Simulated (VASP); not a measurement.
Set up this calculation in VASP 6.6.1, as the native input.

```
Task                   : single point
Functional             : LDA
Potentials or basis    : VASP PAW LDA potentials, release 64 (Hf_pv, N)
Cutoff                 : 520 eV
k mesh                 : 16 × 16 × 16
Occupations            : gaussian, width 0.15 eV
Spin                   : no spin polarisation
Dipole correction      : no
Further INCAR settings : ALGO = Normal; EDIFF = 1e-07; NBANDS = 14
```

The structure of HfN lies in POSCAR:

```
HfN
1.0
    0.0000000000      2.5161925500      2.3934514500
    2.5161925500      0.0000000000      2.3934514500
    2.5161925500      2.5161925500      0.0000000000
Hf N
1 1
Direct
    0.0000000000      0.0000000000      0.0000000000
    0.7500000000      0.7500000000      0.7500000000
```

This cell differs from its parent crystal: strain +0.025 along x and y, -0.025 along z.

One way to write it, as run:

INCAR

```
ALGO = Normal
EDIFF = 1E-7
ENCUT = 520
GGA = CA
ISIF = 2
ISMEAR = 0
LASPH = T
LCHARG = F
LREAL = F
LWAVE = F
NBANDS = 14
NELM = 80
PREC = Accurate
SIGMA = 0.15
```

KPOINTS

```
k-points
0
Gamma
  16 16 16
```

Potentials or basis: VASP PAW LDA potentials, release 64 (Hf_pv, N).

Command:

```console
$ cat potpaw_LDA.64/Hf_pv/POTCAR potpaw_LDA.64/N/POTCAR > POTCAR
$ mpirun -np 1 vasp_std > vasp.out
```

Results of the run:

```yaml
Pressure: -14.1 GPa
Band_gap_on_the_k_mesh: zero (an odd number of electrons rules out a gap without spin polarisation)
```

Caveat: the cell differs from its parent crystal (strain +0.025 along x and y, -0.025 along z); the stress differs along the axes, from -17 to -9 GPa; spin-orbit coupling is left out, which moves the levels of the heavy elements; an odd number of electrons without spin polarisation forces a metal; a magnetic or distorted state may lie lower.

It took 81 s on 1 thread of AMD EPYC 9R45 96-Core Processor (Zen 5), on a shared host, peak memory 0.24 GiB.
